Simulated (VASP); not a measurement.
Wanted: the native input for a VASP 6.6.1 run.

| Quantity | Value |
| --- | --- |
| Task | single point |
| Functional | PBE |
| Potentials or basis | VASP PAW PBE potentials, release 64 (Mg) |
| Cutoff | 520 eV |
| k mesh | 18 × 18 × 16 |
| Occupations | gaussian, width 0.15 eV |
| Spin | no spin polarisation |
| Dipole correction | no |
| Further INCAR settings | ALGO = Fast; EDIFF = 1e-06; NBANDS = 7 |

The structure of Mg lies in POSCAR:

```
Mg
1.0
    3.0502998005      0.0000000000      0.0000000000
   -1.5251499003      2.6416371164      0.0000000000
    0.0000000000      0.0000000000      3.1666310728
Mg
1
Direct
    0.0000000000      0.0000000000      0.0000000000
```

This isn't the form of Mg at room conditions, which is hcp.

This cell differs from its parent crystal: strain +0.000 along x and y, +0.040 along z.

These files were run (other wordings do the same):

INCAR

```
SYSTEM = Mg
PREC = Accurate
ENCUT = 520
EDIFF = 1E-6
ISMEAR = 0
SIGMA = 0.15
LREAL = .False.
LASPH = .True.
NELM = 80
ALGO = Fast
ISIF = 2
LWAVE = .False.
LCHARG = .True.
GGA = PE
LELF = .True.
LVHAR = .True.
NBANDS = 7
```

KPOINTS

```
Automatic mesh
0
Gamma
  18 18 16
  0 0 0
```

Potentials or basis: VASP PAW PBE potentials, release 64 (Mg).

The run is started by

```console
$ cat potpaw_PBE.64/Mg/POTCAR > POTCAR
$ mpirun -np 1 vasp_std > vasp.out
```

It gave:

The pressure is 0.4 GPa and the band gap on the k mesh is zero (bands 1 and 2 overlap by 5.15 eV).

Caveat: the cell differs from its parent crystal (strain +0.000 along x and y, +0.040 along z).

Run time: 22 s on 1 thread of Intel(R) Xeon(R) Platinum 8259CL CPU @ 2.50GHz (Skylake/Cascade Lake), on a shared host, peak memory 0.18 GiB.
